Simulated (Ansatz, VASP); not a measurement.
**SnTe in VASP and in Ansatz**

Contents of INCAR:

```
ALGO = Normal
EDIFF = 1E-6
ENCUT = 520
GGA = PS
ISIF = 2
ISMEAR = 0
LASPH = True
LCHARG = False
LREAL = False
LWAVE = False
NBANDS = 17
NELM = 60
PREC = Accurate
SIGMA = 0.03
```

KPOINTS

```
k-points
0
Gamma
  10 10 10
```

File POSCAR:

```
SnTe
1.0
   -0.6840582467      2.8541740639      2.8541740639
    2.8541740639     -0.6840582467      2.8541740639
    2.8541740639      2.8541740639     -0.6840582467
Sn Te
1 1
Direct
    0.0000000000      0.0000000000      0.0000000000
    0.5000000000      0.5000000000      0.5000000000
```

Input for Ansatz:

```yaml
crystal:
  lattice:
    - [-0.6840582467, 2.8541740639, 2.8541740639]
    - [2.8541740639, -0.6840582467, 2.8541740639]
    - [2.8541740639, 2.8541740639, -0.6840582467]
  atoms:
    - { symbol: Sn, position: [0.0, 0.0, 0.0] }
    - { symbol: Te, position: [0.5, 0.5, 0.5] }
basis:
  ecutwfc: 420
kpoints:
  mp_grid: { grid: [10, 10, 10] }
hamiltonian:
  xc: pbesol
scf:
  occupations: { method: gaussian, width: 0.03 }
output:
  forces: true
  stress: true
  eigenvalues: true
```

Alike in both runs: task single point; functional PBEsol; k mesh 10 × 10 × 10; occupations gaussian, width 0.03 eV; no spin polarisation.

```csv
,VASP,Ansatz
version,VASP 6.6.1,Ansatz 0.2.0
potentials or method,"VASP PAW PBE potentials, release 64 (Sn_d, Te), cutoff 520 eV","scalar-relativistic, plane waves, PAW"
valence electrons in the cell,20,30
```

```tsv
	VASP	Ansatz	Ansatz less VASP
gap on the k mesh at the Fermi level (eV)	none	none	-
pressure (GPa)	-3.0	-3.0	+0.04
traceless stress, the component that is largest in VASP (GPa)	1.47	1.48	+0.008
```

VASP's potentials were made for PBE, not for PBEsol. A gap of «none» marks a metal or a gap that the smearing closes. The functional is the same, so the differences come from potentials, cutoffs and numerics. VASP's potentials hold 20 valence electrons a cell and Ansatz's 30, so a difference there can come from the potentials and not from the codes.

Neither program's run includes spin-orbit coupling.
